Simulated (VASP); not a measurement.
# HfB2 (P6/mmm) in VASP: notebook, part 2 of 2

VASP 6.6.1. The steps go on from the part before.

### Step 3. Single point, PBEsol

This run uses another cell than the first one, of 9.39 Å³/atom.

INCAR

```
SYSTEM = HfB2
ALGO = Normal
EDIFF = 1E-7
ENCUT = 520
GGA = PS
ISIF = 2
ISMEAR = -1
LASPH = .TRUE.
LCHARG = .FALSE.
LREAL = .FALSE.
LWAVE = .FALSE.
NBANDS = 15
NELM = 100
PREC = Accurate
SIGMA = 0.08
```

KPOINTS

```
k-points
0
G
  16 16 12
  0 0 0
```

POSCAR

```
HfB2
1.0
    3.0935770814      0.0000000000      0.0000000000
   -1.5467885407      2.6791163411      0.0000000000
    0.0000000000      0.0000000000      3.3990583039
Hf B
1 2
Direct
    0.0000000000      0.0000000000      0.0000000000
    0.3333333333      0.6666666667      0.5000000000
    0.6666666667      0.3333333333      0.5000000000
```

Potentials or basis: VASP PAW PBE potentials, release 64 (Hf_pv, B).

Started as:

```
cat potpaw_PBE.64/Hf_pv/POTCAR potpaw_PBE.64/B/POTCAR > POTCAR
mpirun -np 1 vasp_std > vasp.out
```

OUTCAR:

```text
SYSTEM = HfB2
   EDIFF = 1E-7
   ENCUT = 520
   GGA = PS
   ISIF = 2
   ISMEAR = -1
   LASPH = .TRUE.
   LREAL = .FALSE.
   NELM = 100
   PREC = Accurate

 ion  position               nearest neighbor table
   1  0.000  0.000  0.000-   2 2.47   3 2.47   2 2.47   3 2.47   3 2.47   3 2.47   2 2.47   2 2.47
                             3 2.47   3 2.47   2 2.47   2 2.47
   2  0.333  0.667  0.500-   3 1.79   3 1.79   3 1.79   1 2.47   1 2.47   1 2.47   1 2.47   1 2.47
                             1 2.47
   3  0.667  0.333  0.500-   2 1.79   2 1.79   2 1.79   1 2.47   1 2.47   1 2.47   1 2.47   1 2.47
                             1 2.47

  LATTYP: Found a hexagonal cell.
 ALAT       =     3.0935770814
 C/A-ratio  =     1.0987469245

  Lattice vectors:

 A1 = (   3.0935770814,   0.0000000000,   0.0000000000)
 A2 = (  -1.5467885407,   2.6791163411,   0.0000000000)
 A3 = (   0.0000000000,   0.0000000000,   3.3990583039)

Analysis of symmetry for initial positions (statically):
=====================================================================
 Subroutine PRICEL returns:
 Original cell was already a primitive cell.

 Routine SETGRP: Setting up the symmetry group for a
 hexagonal supercell.

 Subroutine GETGRP returns: Found 24 space group operations
 (whereof 24 operations were pure point group operations)
 out of a pool of 24 trial point group operations.

The static configuration has the point symmetry D_6h.

Analysis of symmetry for dynamics (positions and initial velocities):
=====================================================================
 Subroutine PRICEL returns:
 Original cell was already a primitive cell.

 Routine SETGRP: Setting up the symmetry group for a
 hexagonal supercell.

 Subroutine GETGRP returns: Found 24 space group operations
 (whereof 24 operations were pure point group operations)
 out of a pool of 24 trial point group operations.

The dynamic configuration has the point symmetry D_6h.

 Subroutine INISYM returns: Found 24 space group operations
 (whereof 24 operations are pure point group operations),
 and found     1 'primitive' translations

----------------------------------------------------------------------------------------

                                     Primitive cell

  volume of cell :      28.1716

  direct lattice vectors                    reciprocal lattice vectors
     3.093577081  0.000000000  0.000000000     0.323250391  0.186628700  0.000000000
    -1.546788541  2.679116341  0.000000000     0.000000000  0.373257400  0.000000000
     0.000000000  0.000000000  3.399058304     0.000000000  0.000000000  0.294199131

  length of vectors
     3.093577081  3.093577081  3.399058304     0.373257400  0.373257400  0.294199131

  position of ions in fractional coordinates (direct lattice)
     0.000000000  0.000000000  0.000000000
     0.333333333  0.666666667  0.500000000
     0.666666667  0.333333333  0.500000000

  ion indices of the primitive-cell ions
   primitive index   ion index
                 1           1
                 2           2
                 3           3

----------------------------------------------------------------------------------------

 KPOINTS: k-points

Automatic generation of k-mesh.
 Grid dimensions read from file:
 generate k-points for:   16   16   12

[... 42 lines left out ...]
  0.187500  0.187500  0.000000      6.000000
  0.250000  0.187500  0.000000     12.000000
 [... further k-points ...]
   k-points           NKPTS =    210   k-points in BZ     NKDIM =    210   number of bands    NBANDS=     15
   number of dos      NEDOS =    301   number of ions     NIONS =      3
   total plane-waves  NPLWV =  16128
   dimension x,y,z NGX =    24 NGY =   24 NGZ =   28
   dimension x,y,z NGXF=    48 NGYF=   48 NGZF=   56
   ions per type =               1   2
   NGX,Y,Z   is equivalent  to a cutoff of  12.90, 12.90, 13.69 a.u.
   NGXF,Y,Z  is equivalent  to a cutoff of  25.79, 25.79, 27.39 a.u.
 SYSTEM =  HfB2
   PREC   = accura    normal or accurate (medium, high low for compatibility)
   ISTART =      0    job   : 0-new  1-cont  2-samecut
   ICHARG =      2    charge: 1-file 2-atom 10-const
   ISPIN  =      1    spin polarized calculation?
   LNONCOLLINEAR =      F non collinear calculations
   LSORBIT =      F    spin-orbit coupling
   LASPH  =      T    aspherical Exc in radial PAW
   ENCUT  =  520.0 eV  38.22 Ry    6.18 a.u.   5.75  5.75  6.32*2*pi/ulx,y,z
   NELM   =    100;   NELMIN=  2; NELMDL= -5     # of ELM steps
   EDIFF  = 0.1E-06   stopping-criterion for ELM
   LREAL  =      F    real-space projection
   EDIFFG = 0.1E-05   stopping-criterion for IOM
   NSW    =      0    number of steps for IOM
   IBRION =     -1    ionic relax: 0-MD 1-quasi-New 2-CG
   NFREE  =      0    steps in history (QN), initial steepest desc. (CG)
   ISIF   =      2    stress and relaxation
   ISYM   =      2    0-nonsym 1-usesym 2-fastsym
   POTIM  = 0.5000    time-step for ionic-motion
   TEBEG  =    0.0;   TEEND  =   0.0 temperature during run
   PSTRESS=    0.0 pullay stress
   NELECT =      16.0000    total number of electrons
   NUPDOWN=      -1.0000    fix difference up-down
   EMIN   =  10.00;   EMAX   =-10.00  energy-range for DOS
   EFERMI =   0.00;   METHOD = LEGACY
   ISMEAR =    -1;   SIGMA  =   0.08  broadening in eV -4-tet -1-fermi 0-gaus
   EFERMI_NEDOS =   21; number of points for ismear=-14 and -15
   IALGO  =     38    algorithm
   IMIX   =      4    mixing-type and parameters
     AMIX     =   0.40;   BMIX     =  1.00
     AMIX_MAG =   1.60;   BMIX_MAG =  1.00
  volume/ion in A,a.u.               =       9.39        63.37
  Fermi-wavevector in a.u.,A,eV,Ry     =   1.355744  2.561985 25.008087  1.838043
  Thomas-Fermi vector in A             =   2.482806
   LORBIT       =      0    0 simple, 1 ext, 2 COOP (PROOUT), +10 PAW based schemes
   GGA     = PS    functional components
   LHFCALC =     F    Hartree Fock is set to
   AEXX    =    0.0000 exact exchange contribution
   IVDW    =     0    specifies the selected vdW correction
   LEPSILON=     F    determine dielectric tensor
   LRPA    =     F    only Hartree local field effects (RPA)
 non-spin polarized calculation
  energy-cutoff  :      520.00
  volume of cell :       28.17
 maximum number of plane-waves:       776
 NGX is ok and might be reduce to    24
   NGX = 11   NGY = 11   NGZ = 13

 number of electron      16.0000001 magnetization

 Free energy of the ion-electron system (eV)
  ---------------------------------------------------
  ext. energy  EPLUGINS =         0.00000000
  ---------------------------------------------------
  free energy    TOTEN  =       -27.83678453 eV

  energy without entropy =      -27.83165140  energy(sigma->0) =      -27.83421797

 E-fermi :   8.0051     XC(G=0): -12.9339

 val. band max:        7.9916177114   @ k =   0.0625   0.0625   0.5000
 cond. band min:       8.0129605431   @ k =   0.1875   0.1875   0.0833
 fundamental gap:      0.0213428317
 Fermi energy:         8.0050676171

 k-point     1 :       0.0000    0.0000    0.0000
  band No.  band energies     occupation
      1     -22.4181      2.00000
      2     -21.8544      2.00000
      3     -21.8544      2.00000
      4      -6.0451      2.00000
      5       4.8357      2.00000
      6       4.9091      2.00000
      7       4.9091      2.00000
      8       5.3279      2.00000
      9      12.2367      0.00000
     10      12.2367      0.00000
     11      13.0136      0.00000
     12      13.0136      0.00000
     13      13.1453      0.00000
     14      13.1453      0.00000
[... 401 lines left out ...]
      2     -22.2751      2.00000
      3     -22.1525      2.00000
      4      -3.2108      2.00000
      5       0.9986      2.00000
      6       2.5574      2.00000
      7       4.1625      2.00000
      8       7.4590      1.99783
      9       8.1462      0.29247
     10       9.4381      0.00000
     11      14.3840      0.00000
     12      15.1536      0.00000
     13      15.4484      0.00000
     14      16.6024      0.00000
     15      18.5906      0.00000

 [... further k-points ...]
[... 5 lines left out ...]
  --------------------------------------------------------------------------------------
  -------------------------------------------------------------------------------------
  Total        1.7447811      1.7447811      1.8297785      0.0000000      0.0000000     -0.0000000
  in kB       99.2294064     99.2294064    104.0633937      0.0000000      0.0000000     -0.0000000
  external PRESSURE =     100.8407355 kB  Pullay stress =       0.0000000 kB

 VOLUME and BASIS-vectors are now :
 -----------------------------------------------------------------------------
  energy-cutoff  :      520.00
  volume of cell :       28.17
      direct lattice vectors                 reciprocal lattice vectors
     3.093577081  0.000000000  0.000000000     0.323250391  0.186628700  0.000000000
    -1.546788541  2.679116341  0.000000000     0.000000000  0.373257400  0.000000000
     0.000000000  0.000000000  3.399058304     0.000000000  0.000000000  0.294199131

 POSITION                                       TOTAL-FORCE (eV/Angst)
 -----------------------------------------------------------------------------------
      0.00000      0.00000      0.00000         0.000000      0.000000     -0.000000
     -0.00000      1.78608      1.69953        -0.000000      0.000000      0.000000
      1.54679      0.89304      1.69953         0.000000      0.000000     -0.000000
 -----------------------------------------------------------------------------------
    total drift:                               -0.000000      0.000000      0.000000

  FREE ENERGIE OF THE ION-ELECTRON SYSTEM (eV)
  ---------------------------------------------------
  free  energy   TOTEN  =       -27.8367845312 eV

  energy  without entropy=      -27.8316514027  energy(sigma->0) =      -27.83421797
```

OSZICAR:

```text
N       E                     dE             d eps       ncg     rms          rms(c)
DAV:   1     0.284868346176E+02    0.28487E+02   -0.80193E+03  6300   0.102E+03
DAV:   2    -0.285266997870E+02   -0.57014E+02   -0.53296E+02  8487   0.223E+02
DAV:   3    -0.300802701517E+02   -0.15536E+01   -0.15461E+01  8141   0.272E+01
DAV:   4    -0.300865990795E+02   -0.63289E-02   -0.63277E-02  7497   0.204E+00
DAV:   5    -0.300866313166E+02   -0.32237E-04   -0.32236E-04  8141   0.133E-01    0.588E+01
DAV:   6    -0.279648498077E+02    0.21218E+01   -0.25099E+00  7693   0.118E+01    0.422E+01
DAV:   7    -0.279206663579E+02    0.44183E-01   -0.99045E-01  8106   0.742E+00    0.106E+01
DAV:   8    -0.278409404831E+02    0.79726E-01   -0.27889E-01  7357   0.410E+00    0.153E+00
DAV:   9    -0.278369997281E+02    0.39408E-02   -0.21198E-02  7315   0.119E+00    0.371E-01
DAV:  10    -0.278367802767E+02    0.21945E-03   -0.79381E-04  8183   0.244E-01    0.234E-01
DAV:  11    -0.278367863193E+02   -0.60426E-05   -0.53348E-05  7511   0.543E-02    0.835E-02
DAV:  12    -0.278367844458E+02    0.18734E-05   -0.32007E-06  7546   0.137E-02    0.150E-02
DAV:  13    -0.278367845312E+02   -0.85410E-07   -0.14774E-07  6230   0.319E-03
   1 F= -.27836785E+02 E0= -.27834218E+02  d E =-.513313E-02
```

It took 82 s on 1 thread of Intel Xeon 8259CL, shared host; peak memory 0.22 GiB.

What came out:

* Free energy: -27.8368 eV
* Pressure: 10.1 GPa
* Band gap on the k mesh: zero (bands 8 and 9 overlap by 1.20 eV)

Levels at points of the mesh, in eV from the Fermi level:
```
           k point  band 6  band 7  band 8  band 9  band 10  band 11
(0.00, 0.00, 0.00)   -3.10   -3.10   -2.68    4.23     4.23     5.01
(0.50, 0.00, 0.00)   -4.29   -3.52   -3.10    2.26     2.85     5.98
(0.00, 0.00, 0.50)   -1.25   -1.25    0.19    0.19     0.99     0.99
(0.50, 0.00, 0.50)   -5.23   -4.95   -2.58    4.27     4.53     6.61
```

Caveat: the cell stands under pressure; the PAW data sets were made with another functional, which shifts forces and pressure a little; spin-orbit coupling is left out, which moves the levels of the heavy elements.

The gap in the log of VASP goes by the Fermi energy; the results here count the filled bands.